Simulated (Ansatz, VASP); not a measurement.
# BaTiO3 in VASP and in Ansatz

Contents of INCAR:

```
SYSTEM = BaTiO3
PREC = Accurate ; ENCUT = 600
EDIFF = 1E-6 ; ISMEAR = -1
SIGMA = 0.02 ; LREAL = .FALSE.
LASPH = .TRUE. ; NELM = 200
ALGO = Normal ; ISIF = 2
LWAVE = .FALSE. ; LCHARG = .TRUE.
LMAXMIX = 4 ; LDAU = .TRUE.
LDAUTYPE = 2 ; LDAUL = -1 2 -1
LDAUU = 0 1 0 ; LDAUJ = 0 0 0
LDAUPRINT = 1 ; GGA = PS
LELF = .TRUE. ; LVHAR = .TRUE.
NBANDS = 28 ; GGA_COMPAT = .FALSE.
```

The input KPOINTS:

```
regular mesh
0
G
  6 6 6
  0 0 0
```

Contents of POSCAR:

```
BaTiO3
1.0
    2.8273666100      1.6323808700      2.3183934900
   -2.8273666100      1.6323808700      2.3183934900
    0.0000000000     -3.2647617400      2.3183934900
Ba Ti O
1 1 3
Direct
    0.0000000000      0.0000000000      0.0000000000
    0.4845000000      0.4845000000      0.4845000000
    0.5086000000      0.5086000000      0.0175000000
    0.0175000000      0.5086000000      0.5086000000
    0.5086000000      0.0175000000      0.5086000000
```

Input for Ansatz:

```yaml
crystal:
  lattice:
    - [2.82736661, 1.63238087, 2.31839349]
    - [-2.82736661, 1.63238087, 2.31839349]
    - [0.0, -3.26476174, 2.31839349]
  atoms:
    - { symbol: Ba, position: [0.0, 0.0, 0.0] }
    - { symbol: Ti, position: [0.4845, 0.4845, 0.4845] }
    - { symbol: O, position: [0.5086, 0.5086, 0.017499999999999946] }
    - { symbol: O, position: [0.017500000000000036, 0.5086, 0.5086] }
    - { symbol: O, position: [0.5086, 0.017499999999999974, 0.5086] }
basis:
  ecutwfc: 550.0
kpoints:
  mp_grid:
    grid: [6, 6, 6]
hamiltonian:
  xc: pbesol
  hubbard:
    - { species: Ti, l: d, u_eff: 1.0 }
scf:
  convergence:
    dr2_threshold: 1.0e-10
  occupations:
    method: fermi_dirac
    width: 0.02
output:
  eigenvalues: true
```

Alike in both runs: task single point; functional PBEsol; k mesh 6 × 6 × 6; occupations fermi-dirac, width 0.02 eV; no spin polarisation; Hubbard terms Ti d U = 1.0 eV.

|  | VASP | Ansatz |
| --- | --- | --- |
| version | VASP 6.6.1 | Ansatz 0.2.0 |
| potentials or method | VASP PAW PBE potentials, release 64 (Ba_sv, Ti_sv, O), cutoff 600 eV | plane waves, PAW |
| valence electrons in the cell | 40 | 40 |

```csv
,VASP,Ansatz,Ansatz less VASP
gap on the k mesh at the Fermi level (eV),2.43,2.48,+0.047
```

VASP's potentials were made for PBE, not for PBEsol. The programs project onto different local orbitals, so the same U acts differently, and such runs can settle in different states.

Neither program's run includes spin-orbit coupling.
